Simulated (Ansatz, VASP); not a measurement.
## BP in VASP and in Ansatz

File POSCAR:

```
BP
1.0
    0.0000000000      2.4051400000      2.2690000000
    2.2690000000      0.0000000000      2.2690000000
    2.2690000000      2.4051400000      0.0000000000
B P
1 1
Direct
    0.0000000000      0.0000000000      0.0000000000
    0.7500000000      0.7500000000      0.7500000000
```

The input INCAR.step1:

```
PREC = Accurate ; ENCUT = 520
ISMEAR = 0 ; SIGMA = 0.05
LREAL = F ; LASPH = T
NELM = 80 ; NBANDS = 11
GGA = PE ; ALGO = Normal
EDIFF = 1E-4 ; LWAVE = T
LCHARG = F
```

INCAR.step2

```
PREC = Accurate ; ENCUT = 520
EDIFF = 1E-6 ; ISMEAR = 0
SIGMA = 0.05 ; LREAL = F
LASPH = T ; NELM = 80
ALGO = Normal ; ISIF = 2
LWAVE = F ; LCHARG = F
METAGGA = R2SCAN ; LMIXTAU = T
NBANDS = 11 ; ISTART = 1
```

Contents of KPOINTS:

```
regular mesh
0
Gamma
  10 10 10
```

Input for Ansatz:

```yaml
crystal:
  lattice:
    - [0.0, 2.40514, 2.269]
    - [2.269, 0.0, 2.269]
    - [2.269, 2.40514, 0.0]
  atoms:
    - { symbol: B, position: [0.0, 0.0, 0.0] }
    - { symbol: P, position: [0.75, 0.75, 0.75] }
basis:
  ecutwfc: 500
kpoints:
  mp_grid: { grid: [10, 10, 10] }
hamiltonian:
  xc: r2scan
scf:
  occupations: { method: gaussian, width: 0.05 }
output:
  forces: true
  stress: true
  eigenvalues: true
```

Change from the starting cell: strain +0.0600 x Voigt [0, 1, 0, 0, 0, 0], atoms carried along.

Alike in both runs: task single point; functional r2SCAN; k mesh 10 × 10 × 10; occupations gaussian, width 0.05 eV; no spin polarisation.

```csv
,VASP,Ansatz
version,VASP 6.6.1,Ansatz 0.2.0
potentials or method,"VASP PAW PBE potentials, release 64 (B, P), cutoff 520 eV","scalar-relativistic, plane waves, PAW"
valence electrons in the cell,8,8
```

Ansatz gave:

```
gap on the k mesh at the Fermi level (eV)                     : 1.04
least direct gap on the mesh (eV)                             : 3.21
pressure (GPa)                                                : -9.0
traceless stress, the component that is largest in VASP (GPa) : -11.36
```

Question: Estimate VASP's values.

Answer: gap on the k mesh at the Fermi level (eV): 1.07; least direct gap on the mesh (eV): 3.25; pressure (GPa): -9.4; traceless stress, the component that is largest in VASP (GPa): -11.41.

VASP's potentials were made for PBE, not for r2SCAN.
